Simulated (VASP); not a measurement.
# CsLiGe2S4 (P4/mmm) in VASP: a series of runs

CsLiGe2S4 is run at these levels: PBE; tasks: single point, relaxation of cell and atoms.

Everything below comes from runs of VASP 6.6.1. Logs are shortened: lines on timing, memory, paths and dates and some standing lists are left out, and cuts for length are marked.

## Step 1: The cell of the first run

It takes space group P4/mmm (No. 123, tetragonal). The conventional cell has a = 4.554 Å, b = 4.554 Å, c = 8.712 Å, α = 90.00°, β = 90.00°, γ = 90.00°. Cs (site symmetry 4/mmm) has 8 S at 3.15 Å and 8 Ge at 3.89 Å within 4.1 Å. Li (site symmetry 4/mmm) has 8 S at 3.15 Å and 8 Ge at 3.89 Å within 4.1 Å. Ge (site symmetry 4mm) has 4 S at 2.28 Å within 3.0 Å. S (site symmetry 2mm) has 2 Ge at 2.28 Å within 3.0 Å.

## Step 2: Single point, PBE

INCAR reads:

```
  PREC = Accurate
  ENCUT = 520
  EDIFF = 1E-7
  ISMEAR = 0
  SIGMA = 0.1
  LREAL = False
  LASPH = True
  NELM = 60
  ALGO = Normal
  ISIF = 2
  LWAVE = False
  LCHARG = False
  GGA = PE
  NBANDS = 42
```

KPOINTS reads:

```
Automatic mesh
0
Gamma
  4 4 2
```

POSCAR reads:

```
CsLiGe2S4
1.0
    4.5540000000      0.0000000000      0.0000000000
    0.0000000000      4.5540000000      0.0000000000
    0.0000000000      0.0000000000      8.7119938000
Cs Li Ge S
1 1 2 4
Direct
    0.5000000000      0.5000000000      0.0000000000
    0.5000000000      0.5000000000      0.5000000000
    0.0000000000      0.0000000000      0.7500000000
    0.0000000000      0.0000000000      0.2500000000
    0.5000000000      0.0000000000      0.7500000000
    0.0000000000      0.5000000000      0.7500000000
    0.5000000000      0.0000000000      0.2500000000
    0.0000000000      0.5000000000      0.2500000000
```

Potentials or basis: VASP PAW PBE potentials, release 64 (Cs_sv, Li_sv, Ge_d, S).

The run is started by

```sh
cat potpaw_PBE.64/Cs_sv/POTCAR potpaw_PBE.64/Li_sv/POTCAR potpaw_PBE.64/Ge_d/POTCAR potpaw_PBE.64/S/POTCAR > POTCAR
mpirun -np 1 vasp_std > vasp.out
```

OUTCAR:

```text
PREC = Accurate
   ENCUT = 520
   EDIFF = 1E-7
   ISMEAR = 0
   LREAL = False
   LASPH = True
   NELM = 60
   ISIF = 2
   GGA = PE

 ion  position               nearest neighbor table
   1  0.500  0.500  0.000-
   2  0.500  0.500  0.500-
   3  0.000  0.000  0.750-   5 2.28   6 2.28   6 2.28   5 2.28
   4  0.000  0.000  0.250-   7 2.28   8 2.28   8 2.28   7 2.28
   5  0.500  0.000  0.750-   3 2.28   3 2.28
   6  0.000  0.500  0.750-   3 2.28   3 2.28
   7  0.500  0.000  0.250-   4 2.28   4 2.28
   8  0.000  0.500  0.250-   4 2.28   4 2.28

  LATTYP: Found a simple tetragonal cell.
 ALAT       =     4.5540000000
 C/A-ratio  =     1.9130421168

  Lattice vectors:

 A1 = (   4.5540000000,   0.0000000000,   0.0000000000)
 A2 = (   0.0000000000,   4.5540000000,   0.0000000000)
 A3 = (   0.0000000000,   0.0000000000,   8.7119938000)

Analysis of symmetry for initial positions (statically):
=====================================================================
 Subroutine PRICEL returns:
 Original cell was already a primitive cell.

 Routine SETGRP: Setting up the symmetry group for a
 simple tetragonal supercell.

 Subroutine GETGRP returns: Found 16 space group operations
 (whereof 16 operations were pure point group operations)
 out of a pool of 16 trial point group operations.

The static configuration has the point symmetry D_4h.

Analysis of symmetry for dynamics (positions and initial velocities):
=====================================================================
 Subroutine PRICEL returns:
 Original cell was already a primitive cell.

 Routine SETGRP: Setting up the symmetry group for a
 simple tetragonal supercell.

 Subroutine GETGRP returns: Found 16 space group operations
 (whereof 16 operations were pure point group operations)
 out of a pool of 16 trial point group operations.

The dynamic configuration has the point symmetry D_4h.

 Subroutine INISYM returns: Found 16 space group operations
 (whereof 16 operations are pure point group operations),
 and found     1 'primitive' translations

----------------------------------------------------------------------------------------

                                     Primitive cell

  volume of cell :     180.6773

  direct lattice vectors                    reciprocal lattice vectors
     4.554000000  0.000000000  0.000000000     0.219587176  0.000000000  0.000000000
     0.000000000  4.554000000  0.000000000     0.000000000  0.219587176  0.000000000
     0.000000000  0.000000000  8.711993800     0.000000000  0.000000000  0.114784287

  length of vectors
     4.554000000  4.554000000  8.711993800     0.219587176  0.219587176  0.114784287

  position of ions in fractional coordinates (direct lattice)
     0.500000000  0.500000000  0.000000000
     0.500000000  0.500000000  0.500000000
     0.000000000  0.000000000  0.750000000
     0.000000000  0.000000000  0.250000000
     0.500000000  0.000000000  0.750000000
     0.000000000  0.500000000  0.750000000
     0.500000000  0.000000000  0.250000000
     0.000000000  0.500000000  0.250000000

  ion indices of the primitive-cell ions
   primitive index   ion index
                 1           1
                 2           2
                 3           3
                 4           4
                 5           5
                 6           6
                 7           7
                 8           8

----------------------------------------------------------------------------------------

 KPOINTS: Automatic mesh

Automatic generation of k-mesh.
 Grid dimensions read from file:
 generate k-points for:    4    4    2

 Generating k-lattice:

  Cartesian coordinates                     Fractional coordinates (reciprocal lattice)
     0.054896794  0.000000000  0.000000000     0.250000000  0.000000000  0.000000000
     0.000000000  0.054896794  0.000000000     0.000000000  0.250000000  0.000000000
     0.000000000  0.000000000  0.057392144     0.000000000  0.000000000  0.500000000

  Length of vectors
     0.054896794  0.054896794  0.057392144

[... 44 lines left out ...]
  volume of cell :      180.68
 maximum number of plane-waves:      4907
 NGX is ok and might be reduce to    36
   NGX = 17   NGY = 17   NGZ = 33

 number of electron      63.9999996 magnetization

 Free energy of the ion-electron system (eV)
  ---------------------------------------------------
  ext. energy  EPLUGINS =         0.00000000
  ---------------------------------------------------
  free energy    TOTEN  =       -29.05566456 eV

  energy without entropy =      -29.03255449  energy(sigma->0) =      -29.04410953

 E-fermi :   3.5868     XC(G=0):  -9.1857

 val. band max:        3.5701969042   @ k =   0.2500   0.2500   0.0000
 cond. band min:       3.5964939306   @ k =   0.5000   0.2500   0.0000
 fundamental gap:      0.0262970264
 Fermi energy:         3.5867596681

 k-point     1 :       0.0000    0.0000    0.0000
  band No.  band energies     occupation
      1     -43.3495      2.00000
      2     -21.0825      2.00000
      3     -21.0811      2.00000
      4     -21.0350      2.00000
      5     -21.0349      2.00000
      6     -21.0157      2.00000
[... 34 lines left out ...]
     41       9.6399      0.00000
     42       9.7656      0.00000

 k-point     2 :       0.2500    0.0000    0.0000
  band No.  band energies     occupation
      1     -43.3495      2.00000
      2     -21.0810      2.00000
      3     -21.0796      2.00000
      4     -21.0308      2.00000
      5     -21.0306      2.00000
      6     -21.0162      2.00000
[... 34 lines left out ...]
     41      10.0457      0.00000
     42      10.2332      0.00000

 k-point     3 :       0.5000    0.0000    0.0000
  band No.  band energies     occupation
      1     -43.3495      2.00000
      2     -21.0797      2.00000
      3     -21.0783      2.00000
      4     -21.0262      2.00000
      5     -21.0261      2.00000
      6     -21.0166      2.00000
[... 357 lines left out ...]
      4     -21.0223      2.00000
      5     -21.0223      2.00000
      6     -21.0163      2.00000
[... 34 lines left out ...]
     41       9.8191      0.00000
     42       9.9535      0.00000

 k-point    12 :       0.5000    0.5000    0.5000
  band No.  band energies     occupation
      1     -43.3494      2.00000
      2     -21.0753      2.00000
      3     -21.0753      2.00000
      4     -21.0182      2.00000
      5     -21.0182      2.00000
      6     -21.0163      2.00000
[... 34 lines left out ...]
     41       8.9360      0.00000
     42       8.9360      0.00000

------------------------ aborting loop because EDIFF is reached ----------------------------------------

  FORCE on cell =-STRESS in cart. coord.  units (eV):
  Direction    XX          YY          ZZ          XY          YZ          ZX
  --------------------------------------------------------------------------------------
  -------------------------------------------------------------------------------------
  Total       18.1358581     18.1358581      4.8131920      0.0000000      0.0000000     -0.0000000
  in kB      160.8218603    160.8218603     42.6815473      0.0000000      0.0000000     -0.0000000
  external PRESSURE =     121.4417560 kB  Pullay stress =       0.0000000 kB

 VOLUME and BASIS-vectors are now :
 -----------------------------------------------------------------------------
  energy-cutoff  :      520.00
  volume of cell :      180.68
      direct lattice vectors                 reciprocal lattice vectors
     4.554000000  0.000000000  0.000000000     0.219587176  0.000000000  0.000000000
     0.000000000  4.554000000  0.000000000     0.000000000  0.219587176  0.000000000
     0.000000000  0.000000000  8.711993800     0.000000000  0.000000000  0.114784287

 POSITION                                       TOTAL-FORCE (eV/Angst)
 -----------------------------------------------------------------------------------
      2.27700      2.27700      0.00000        -0.000000      0.000000      0.000000
      2.27700      2.27700      4.35600        -0.000000      0.000000      0.000000
      0.00000      0.00000      6.53400         0.000000     -0.000000     -0.346226
      0.00000      0.00000      2.17800        -0.000000     -0.000000      0.346226
      2.27700      0.00000      6.53400         0.000000      0.000000     -1.132595
      0.00000      2.27700      6.53400        -0.000000      0.000000     -1.132595
      2.27700      0.00000      2.17800        -0.000000      0.000000      1.132595
      0.00000      2.27700      2.17800        -0.000000      0.000000      1.132595
 -----------------------------------------------------------------------------------
    total drift:                                0.000000      0.000000      0.000000

  FREE ENERGIE OF THE ION-ELECTRON SYSTEM (eV)
  ---------------------------------------------------
  free  energy   TOTEN  =       -29.0556645637 eV

  energy  without entropy=      -29.0325544897  energy(sigma->0) =      -29.04410953
```

Wall time 2.1 min (1 thread of Intel Xeon Platinum 8259CL at 2.50GHz (Skylake/Cascade Lake), shared host); peak memory 0.33 GiB.

Results:

| Quantity | Value |
| --- | --- |
| Free energy | -29.0557 eV |
| Largest force | 1.133 eV/Å |
| Band gap on the k mesh | zero (bands 32 and 33 overlap by 2.15 eV) |

Forces in eV/Å, atoms in the order of the input:
```
Cs   0.000  0.000  0.000
Li   0.000  0.000  0.000
Ge   0.000  0.000 -0.346
Ge   0.000  0.000  0.346
S    0.000  0.000 -1.133
S    0.000  0.000 -1.133
S    0.000  0.000  1.133
S    0.000  0.000  1.133
```

Caveat: the k points lie up to 0.36 Å⁻¹ apart, too coarse for converged energies and pressures of a metal; the cutoff is under 1.25 times the usual one of these potentials, so pressure, stress and relaxed cells hold a basis-set (Pulay) error; spin-orbit coupling is left out, which moves the levels of the heavy elements; forces of over 1 eV/Å act on the atoms, so gaps and moduli don't describe the material at rest.

## Step 3: Single point, PBE

This run uses another cell than the first one, of 25.58 Å³/atom.

INCAR reads:

```
ALGO     = Normal         # electronic algorithm
EDIFF    = 1E-6           # SCF threshold, eV
ENCUT    = 520            # plane-wave cutoff, eV
GGA      = PE             # functional
ISIF     = 2              # what is computed and relaxed
ISMEAR   = 0              # smearing method
LASPH    = True           # aspherical terms in the spheres
LCHARG   = False          # write CHGCAR
LREAL    = False          # projectors in reciprocal space
LWAVE    = False          # write WAVECAR
NBANDS   = 42             # bands
NELM     = 60             # most SCF steps
PREC     = Accurate       # precision mode
SIGMA    = 0.1            # smearing width, eV
```

KPOINTS reads:

```
k-points
0
Gamma
  4 4 2
```

POSCAR reads:

```
CsLiGe2S4
1.0
    4.7493073088      0.0000000000      0.0000000000
    0.0000000000      4.7493073088      0.0000000000
    0.0000000000      0.0000000000      9.0726620217
Cs Li Ge S
1 1 2 4
Direct
    0.5000000000      0.5000000000      0.0000000000
    0.5000000000      0.5000000000      0.5000000000
    0.0000000000      0.0000000000      0.6425511183
    0.0000000000      0.0000000000      0.3574488817
    0.5000000000      0.0000000000      0.7014572421
    0.0000000000      0.5000000000      0.7014572421
    0.5000000000      0.0000000000      0.2985427579
    0.0000000000      0.5000000000      0.2985427579
```

Potentials or basis: VASP PAW PBE potentials, release 64 (Cs_sv, Li_sv, Ge_d, S).

The run is started by

```sh
cat potpaw_PBE.64/Cs_sv/POTCAR potpaw_PBE.64/Li_sv/POTCAR potpaw_PBE.64/Ge_d/POTCAR potpaw_PBE.64/S/POTCAR > POTCAR
mpirun -np 1 vasp_std > vasp.out
```

It took 2.2 min on 1 thread of Intel Xeon Platinum 8259CL at 2.50GHz (Skylake/Cascade Lake), shared host; peak memory 0.34 GiB.

The run converged. Its results:

* Free energy: -31.4903 eV
* Largest force: 0.010 eV/Å
* Band gap on the k mesh: zero (bands 32 and 33 overlap by 1.15 eV)

Forces on the atoms (eV/Å):
```
Cs   0.000  0.000  0.000
Li   0.000  0.000  0.000
Ge   0.000  0.000 -0.010
Ge   0.000  0.000  0.010
S    0.000  0.000  0.001
S    0.000  0.000  0.001
S    0.000  0.000 -0.001
S    0.000  0.000 -0.001
```

Levels at points of the mesh, in eV from the Fermi level:
```csv
k point,band 28,band 29,band 30,band 31,band 32,band 33,band 34,band 35,band 36,band 37
"(0.00, 0.00, 0.00)",-1.52,-0.61,-0.61,-0.45,-0.45,-0.40,0.64,3.14,3.99,3.99
"(0.50, 0.00, 0.00)",-1.64,-1.55,-1.46,-0.93,-0.57,1.80,2.25,3.16,4.31,4.33
"(0.50, 0.50, 0.00)",-1.32,-0.76,-0.62,0.61,0.76,2.32,2.82,2.82,3.52,3.87
"(0.00, 0.00, 0.50)",-1.39,-0.69,-0.69,-0.60,-0.36,-0.36,0.88,3.64,3.76,3.76
"(0.50, 0.00, 0.50)",-1.49,-1.38,-1.33,-1.30,-0.65,1.79,2.22,3.33,4.13,4.19
"(0.50, 0.50, 0.50)",-1.08,-0.76,-0.62,0.63,0.74,1.76,2.79,2.79,3.88,3.88
```

Caveat: the cutoff is under 1.25 times the usual one of these potentials, so pressure, stress and relaxed cells hold a basis-set (Pulay) error; spin-orbit coupling is left out, which moves the levels of the heavy elements.

## Step 4: Relaxation of cell and atoms, PBE

INCAR reads:

```
ALGO     = Normal         # electronic algorithm
EDIFF    = 1E-6           # SCF threshold, eV
EDIFFG   = -0.04          # ionic threshold
ENCUT    = 600            # plane-wave cutoff, eV
GGA      = PE             # functional
IBRION   = 2              # ionic algorithm
ISIF     = 3              # what is computed and relaxed
ISMEAR   = 0              # smearing method
LASPH    = T              # aspherical terms in the spheres
LCHARG   = F              # write CHGCAR
LREAL    = F              # projectors in reciprocal space
LWAVE    = F              # write WAVECAR
NELM     = 80             # most SCF steps
NSW      = 90             # ionic steps
PREC     = Accurate       # precision mode
SIGMA    = 0.1            # smearing width, eV
```

KPOINTS is that of step 3.

POSCAR reads:

```
CsLiGe2S4
1.0
    4.5540000000      0.0000000000      0.0000000000
    0.0000000000      4.5540000000      0.0000000000
    0.0000000000      0.0000000000      8.7119938000
Cs Li Ge S
1 1 2 4
Direct
    0.5000000000      0.5000000000      0.0000000000
    0.5000000000      0.5000000000      0.5000000000
    0.0000000000      0.0000000000      0.7500000000
    0.0000000000      0.0000000000      0.2500000000
    0.5000000000      0.0000000000      0.7500000000
    0.0000000000      0.5000000000      0.7500000000
    0.5000000000      0.0000000000      0.2500000000
    0.0000000000      0.5000000000      0.2500000000
```

The run is started by

```sh
cat potpaw_PBE.64/Cs_sv/POTCAR potpaw_PBE.64/Li_sv/POTCAR potpaw_PBE.64/Ge_d/POTCAR potpaw_PBE.64/S/POTCAR > POTCAR
mpirun -np 1 vasp_std > vasp.out
```

Wall time 41 min (1 thread of Intel Xeon Platinum 8259CL at 2.50GHz (Skylake/Cascade Lake), shared host); peak memory 0.37 GiB.

It converged, with:

```yaml
Free_energy: -31.4863 eV
Relaxed_volume: 25.64 Å³/atom
Relaxed_cell: a = 4.745 Å, b = 4.745 Å, c = 9.108 Å, α = 90.00°, β = 90.00°, γ = 90.00°
Space_group_after_relaxing_to_0.1_Å: P4/mmm (No. 123)
Energy_gained_by_relaxing: 303.7 meV/atom
Ionic_steps: 41
Pressure_after_relaxing: 0.0 GPa
Largest_force_after_relaxing: 0.019 eV/Å
Band_gap_on_the_k_mesh: zero (bands 32 and 33 overlap by 1.17 eV)
```

Forces on the atoms (eV/Å):
```
Cs   0.000  0.000  0.000
Li   0.000  0.000  0.000
Ge   0.000  0.000  0.019
Ge   0.000  0.000 -0.019
S    0.000  0.000  0.004
S    0.000  0.000  0.004
S    0.000  0.000 -0.004
S    0.000  0.000 -0.004
```

Stress tensor (GPa, compression positive):
```
 0.02  0.00  0.00
 0.00  0.02  0.00
 0.00  0.00 -0.09
```

Step by step:
```csv
step,energy change (eV),largest force (eV/Å),pressure (GPa),volume (Å³)
1,0.0000,1.1324,12.16,180.68
3,-1.4061,0.6409,-0.07,214.20
5,-1.6837,0.4595,-0.16,216.70
7,-1.7560,0.6198,-0.03,218.71
9,-1.9447,0.4519,-1.87,220.70
11,-2.0591,0.2996,0.19,205.98
13,-2.0782,0.2827,0.07,207.68
15,-2.1054,0.2282,0.53,207.81
17,-2.1245,0.1807,-0.32,211.77
19,-2.1322,0.1933,-0.33,211.14
21,-2.2236,0.4135,0.35,202.90
23,-2.2306,0.2673,0.88,198.17
25,-2.2332,0.3293,0.63,200.80
27,-2.2390,0.2587,0.66,199.83
29,-2.2800,0.2573,0.01,198.77
31,-2.2921,0.2712,-0.03,198.44
33,-2.3746,0.2040,0.56,197.71
35,-2.3889,0.1592,0.95,197.20
37,-2.4154,0.1543,-0.19,204.18
39,-2.4277,0.0638,0.13,204.35
41,-2.4298,0.0190,-0.02,205.09
```

Final structure:
```yaml
crystal:
  lattice:
    - [4.74510, 0.00000, 0.00000]
    - [0.00000, 4.74510, 0.00000]
    - [0.00000, 0.00000, 9.10843]
  atoms:
    - { symbol: Cs, position: [0.50000, 0.50000, 0.00000] }
    - { symbol: Li, position: [0.50000, 0.50000, 0.50000] }
    - { symbol: Ge, position: [0.00000, 0.00000, 0.64147] }
    - { symbol: Ge, position: [0.00000, 0.00000, 0.35853] }
    - { symbol: S, position: [0.50000, 0.00000, 0.70111] }
    - { symbol: S, position: [0.00000, 0.50000, 0.70111] }
    - { symbol: S, position: [0.50000, 0.00000, 0.29889] }
    - { symbol: S, position: [0.00000, 0.50000, 0.29889] }
```

Levels at points of the mesh, in eV from the Fermi level:
| k point | band 30 | band 31 | band 32 | band 33 | band 34 | band 35 |
| --- | --- | --- | --- | --- | --- | --- |
| (0.00, 0.00, 0.00) | -0.61 | -0.45 | -0.45 | -0.41 | 0.60 | 3.10 |
| (0.50, 0.00, 0.00) | -1.46 | -0.96 | -0.60 | 1.81 | 2.25 | 3.15 |
| (0.50, 0.50, 0.00) | -0.62 | 0.62 | 0.76 | 2.30 | 2.82 | 2.82 |
| (0.00, 0.00, 0.50) | -0.69 | -0.61 | -0.36 | -0.36 | 0.84 | 3.59 |
| (0.50, 0.00, 0.50) | -1.34 | -1.33 | -0.68 | 1.80 | 2.22 | 3.32 |
| (0.50, 0.50, 0.50) | -0.62 | 0.63 | 0.74 | 1.74 | 2.78 | 2.78 |

Caveat: the k points lie up to 0.34 Å⁻¹ apart in the final cell, too coarse for converged energies and pressures of a metal; the cutoff is under 1.25 times the usual one of these potentials, so pressure, stress and relaxed cells hold a basis-set (Pulay) error; spin-orbit coupling is left out, which moves the levels of the heavy elements.

## Step 5: The runs side by side

```tsv
task	cell	cutoff (eV)	gap on the mesh (eV)	largest force (eV/Å)
single point	a = 4.554, b = 4.554, c = 8.712 Å, 8 atoms, atomic positions A	520	none	1.13
single point	a = 4.749, b = 4.749, c = 9.073 Å, 8 atoms, atomic positions B	520	none	0.01
relaxation of cell and atoms	relaxed from a = 4.554, b = 4.554, c = 8.712 Å, 8 atoms, atomic positions A	600	none	0.02
```

Alike in all rows: level PBE; potentials or basis VASP PAW PBE potentials, release 64 (Cs_sv, Li_sv, Ge_d, S); no spin polarisation; k mesh 4 × 4 × 2; smearing gaussian 0.1 eV.

Caveats: some runs use coarse meshes; the cutoff is under 1.25 times the usual one of these potentials, so pressure, stress and relaxed cells hold a basis-set (Pulay) error; spin-orbit coupling is left out, which moves the levels of the heavy elements; forces of over 1 eV/Å act on the atoms, so gaps and moduli don't describe the material at rest (at least some runs).

Absolute energies hang on the potentials; compare differences alone.

The gap in the log of VASP goes by the Fermi energy; the results here count the filled bands.